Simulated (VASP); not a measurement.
# BN: single point with HSE06

The system is BN.

```
B N
1.0
     0.00000    1.81235    1.81235
     1.81235    0.00000    1.81235
     1.81235    1.81235    0.00000
B N
1 1
Direct
  0.00000 0.00000 0.00000
  0.75000 0.75000 0.75000
```

```
Program             : VASP 6.6.1
Task                : single point
Functional          : HSE06
Potentials or basis : VASP PAW PBE potentials, release 64 (B, N)
Cutoff              : 520 eV
k mesh              : 8 × 8 × 8
Occupations         : gaussian, width 0.02 eV
Spin                : no spin polarisation
```

```yaml
Pressure: -8.7 GPa
Band_gap_on_the_k_mesh: 5.76 eV (least direct gap 10.51 eV)
```

Levels at points of the mesh, in eV from the valence-band top:
```tsv
k point	band 1	band 2	band 3	band 4	band 5	band 6	band 7	band 8
(0.00, 0.00, 0.00)	-22.01	0.00	0.00	0.00	10.51	10.51	10.51	11.99
(0.50, 0.00, 0.00)	-17.53	-11.55	-2.09	-2.09	11.73	12.46	12.46	17.29
(0.50, 0.50, 0.00)	-16.05	-9.71	-5.27	-5.27	5.76	10.68	20.32	20.32
```

Run time: 9.2 min on 1 thread of Intel(R) Xeon(R) Platinum 8375C CPU @ 2.90GHz (Ice Lake), with other jobs on the host, peak memory 0.22 GiB.

Caveat: the cell stands under tension; the PAW data sets were made with another functional, which shifts forces and pressure a little. A k mesh can miss the band edges.
